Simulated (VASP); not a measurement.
A run of VASP 6.6.1 is set up as follows.

Contents of POSCAR:

```
PbS
1.0
    0.0497872110      3.0370198740      3.0370198740
    3.0370198740      0.0497872110      3.0370198740
    3.0370198740      3.0370198740      0.0497872110
Pb S
1 1
Direct
    0.0000000000      0.0000000000      0.0000000000
    0.5000000000      0.5000000000      0.5000000000
```

File INCAR.step1:

```
PREC = Accurate
ENCUT = 520
ISMEAR = 0
SIGMA = 0.01
LREAL = F
LASPH = T
NELM = 60
NBANDS = 17
GGA = PE
ALGO = Normal
EDIFF = 1E-4
LWAVE = T
LCHARG = F
```

Contents of INCAR.step2:

```
PREC = Accurate
ENCUT = 520
EDIFF = 1E-7
ISMEAR = 0
SIGMA = 0.01
LREAL = F
LASPH = T
NELM = 60
ALGO = Normal
ISIF = 2
LWAVE = F
LCHARG = T
METAGGA = R2SCAN
LMIXTAU = T
LELF = T
LVHAR = T
NBANDS = 17
ISTART = 1
```

Contents of KPOINTS:

```
regular mesh
0
Gamma
  8 8 8
```

Potentials or basis: VASP PAW PBE potentials, release 64 (Pb_d, S).

Command:

```bash
$ cat potpaw_PBE.64/Pb_d/POTCAR potpaw_PBE.64/S/POTCAR > POTCAR
$ cp INCAR.step1 INCAR
$ mpirun -np 1 vasp_std > vasp.out
$ cp INCAR.step2 INCAR
$ mpirun -np 1 vasp_std > vasp.out
```

(1) Predict the pressure.

(2) Estimate the band gap on the k mesh.

Results:

(1) -1.4 GPa.

(2) 0.64 eV (least direct gap 0.77 eV).

Caveat: the cell differs from its parent crystal (strain along [111] +2.5%); the PAW data sets were made with another functional, which shifts forces and pressure a little; spin-orbit coupling is left out, which moves the levels of the heavy elements.
